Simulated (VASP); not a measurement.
Set up this calculation in VASP 6.6.1, as the native input.

* Task: single point
* Functional: PBE
* Dispersion: D3(BJ)
* Potentials or basis: VASP PAW PBE potentials, release 64 (Cs_sv)
* Cutoff: 520 eV
* k mesh: 10 × 10 × 10
* Occupations: gaussian, width 0.1 eV
* Spin: no spin polarisation
* Dipole correction: no
* Further INCAR settings: ALGO = Fast; EDIFF = 1e-07; NBANDS = 10

The structure of Cs lies in POSCAR:

```
Cs
1.0
    0.0000000000      3.8160919946      3.8160919946
    3.8160919946      0.0000000000      3.8160919946
    3.8160919946      3.8160919946      0.0000000000
Cs
1
Direct
    0.0000000000      0.0000000000      0.0000000000
```

This isn't the form of Cs at room conditions, which is bcc.

The input as run:

INCAR

```
PREC     = Accurate       # precision mode
ENCUT    = 520            # plane-wave cutoff, eV
EDIFF    = 1E-7           # SCF threshold, eV
ISMEAR   = 0              # smearing method
SIGMA    = 0.1            # smearing width, eV
LREAL    = F              # projectors in reciprocal space
LASPH    = T              # aspherical terms in the spheres
NELM     = 80             # most SCF steps
ALGO     = Fast           # electronic algorithm
ISIF     = 2              # what is computed and relaxed
LWAVE    = F              # write WAVECAR
LCHARG   = F              # write CHGCAR
GGA      = PE             # functional
IVDW     = 12             # dispersion correction
NBANDS   = 10             # bands
```

KPOINTS

```
Automatic mesh
0
Gamma
  10 10 10
```

Potentials or basis: VASP PAW PBE potentials, release 64 (Cs_sv).

Run with:

```bash
$ cat potpaw_PBE.64/Cs_sv/POTCAR > POTCAR
$ mpirun -np 1 vasp_std > vasp.out
```

It gave:

```json
{
 "Pressure": "0.0 GPa",
 "Band gap on the k mesh": "zero (an odd number of electrons rules out a gap without spin polarisation)",
 "Dispersion energy per atom": "-0.092 eV"
}
```

Caveat: spin-orbit coupling is left out, which moves the levels of the heavy elements.

It took 45 s on 1 thread of Intel(R) Xeon(R) Platinum 8259CL CPU @ 2.50GHz (Skylake/Cascade Lake), with other jobs on the host, peak memory 0.26 GiB.
